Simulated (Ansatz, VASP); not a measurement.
## Two plane-wave programs on Be2Se

```xyz
3
Lattice="2.6859 0.0000 0.0000 0.0000 2.6859 0.0000 0.0000 0.0000 6.6347" Properties=species:S:1:pos:R:3 pbc="T T T"
Be    0.0000    0.0000    1.0174
Be    0.0000    0.0000    5.6174
Se    0.0000    0.0000    3.3174
```

Alike in both runs: functional PBE; k mesh 7 × 7 × 3; occupations gaussian, width 0.2 eV; no spin polarisation.

Ansatz relaxed the structure, and its values are those at the end. VASP's run is a single point on that final structure, the one shown.

|  | VASP | Ansatz |
| --- | --- | --- |
| version | VASP 6.6.1 | Ansatz 0.2.0 |
| potentials or method | VASP PAW PBE potentials, release 64 (Be, Se), cutoff 600 eV | scalar-relativistic, plane waves, PAW |
| valence electrons in the cell | 10 | 20 |

|  | VASP | Ansatz | Ansatz less VASP |
| --- | --- | --- | --- |
| gap on the k mesh at the Fermi level (eV) | none | none | - |
| pressure (GPa) | 0.4 | 0.3 | -0.07 |
| rms of the force components (eV/Å) | 0.029 | 0.028 | -0.0018 |

A gap of «none» marks a metal or a gap that the smearing closes. VASP's potentials hold 10 valence electrons a cell and Ansatz's 20, so a difference there can come from the potentials and not from the codes.
